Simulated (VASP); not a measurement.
Input of a VASP 6.6.1 run:

Contents of INCAR:

```
SYSTEM = Ge
PREC = Accurate
ENCUT = 520
EDIFF = 1E-7
ISMEAR = 0
SIGMA = 0.15
LREAL = .False.
LASPH = .True.
NELM = 80
ALGO = Normal
ISIF = 2
LWAVE = .False.
LCHARG = .True.
GGA = PS
LELF = .True.
LVHAR = .True.
NBANDS = 13
```

File KPOINTS:

```
Automatic mesh
0
Gamma
  24 24 22
  0 0 0
```

POSCAR

```
Ge
1.0
    1.3618665307     -2.4817087226      0.0000000000
    1.3618665307      2.4817087226      0.0000000000
    0.0000000000      0.0000000000      2.6427277821
Ge
1
Direct
    0.5000000000      0.5000000000      0.0000000000
```

Potentials or basis: VASP PAW PBE potentials, release 64 (Ge_d).

Run with:

```bash
$ cat potpaw_PBE.64/Ge_d/POTCAR > POTCAR
$ mpirun -np 1 vasp_std > vasp.out
```

Task: Predict the pressure.

Result: 2.5 GPa.

Task: Predict the band gap on the k mesh.

Result: Zero (bands 7 and 8 overlap by 10.54 eV).

Stress tensor (GPa, compression positive):
```
5.22 0.00 0.00
0.00 2.23 0.00
0.00 0.00 0.02
```

Caveat: the cell differs from its parent crystal (strain -0.015 along x and y, +0.000 along z); the stress differs along the axes, from 0 to 5 GPa; the PAW data sets were made with another functional, which shifts forces and pressure a little.
